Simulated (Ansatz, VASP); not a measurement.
**Two plane-wave programs on TaSb**

File POSCAR:

```
TaSb
1.0
    0.0000000000      3.0817362784      3.0817362784
    3.0817362784      0.0000000000      3.0817362784
    3.0817362784      3.0817362784      0.0000000000
Ta Sb
1 1
Direct
    0.0000000000      0.0000000000      0.0000000000
    0.2500000000      0.2500000000      0.2500000000
```

INCAR.step1

```
  PREC = Accurate
  ENCUT = 520
  ISMEAR = 0
  SIGMA = 0.05
  LREAL = False
  LASPH = True
  NELM = 100
  NBANDS = 15
  GGA = PE
  ALGO = Normal
  EDIFF = 1E-4
  LWAVE = True
  LCHARG = False
```

The input INCAR.step2:

```
  PREC = Accurate
  ENCUT = 520
  EDIFF = 1E-6
  ISMEAR = 0
  SIGMA = 0.05
  LREAL = False
  LASPH = True
  NELM = 100
  ALGO = Normal
  ISIF = 2
  LWAVE = False
  LCHARG = False
  METAGGA = R2SCAN
  LMIXTAU = True
  NBANDS = 15
  ISTART = 1
```

KPOINTS

```
regular mesh
0
Gamma
  10 10 10
```

Input for Ansatz:

```yaml
crystal:
  lattice:
    - [0.0, 3.0817362784, 3.0817362784]
    - [3.0817362784, 0.0, 3.0817362784]
    - [3.0817362784, 3.0817362784, 0.0]
  atoms:
    - { symbol: Ta, position: [0.0, 0.0, 0.0] }
    - { symbol: Sb, position: [0.25, 0.25, 0.25] }
basis:
  ecutwfc: 500
  ecutrho_ratio: 4
kpoints:
  mp_grid: { grid: [10, 10, 10] }
hamiltonian:
  xc: r2scan
scf:
  occupations: { method: gaussian, width: 0.05 }
output:
  forces: true
  stress: true
  eigenvalues: true
```

Alike in both runs: task single point; functional r2SCAN; k mesh 10 × 10 × 10; occupations gaussian, width 0.05 eV; no spin polarisation.

```csv
,VASP,Ansatz
version,VASP 6.6.1,Ansatz 0.2.0
potentials or method,"VASP PAW PBE potentials, release 64 (Ta_pv, Sb), cutoff 520 eV","scalar-relativistic, plane waves, PAW"
valence electrons in the cell,16,28
```

VASP gave:

| Item | Value |
| --- | --- |
| gap on the k mesh at the Fermi level (eV) | none |
| pressure (GPa) | 3.8 |

What did Ansatz give for the same quantities?

gap on the k mesh at the Fermi level (eV): none; pressure (GPa): 3.6.

VASP's potentials were made for PBE, not for r2SCAN. A gap of «none» marks a metal or a gap that the smearing closes. VASP's potentials hold 16 valence electrons a cell and Ansatz's 28, so a difference there can come from the potentials and not from the codes.

Spin-orbit coupling is off throughout.
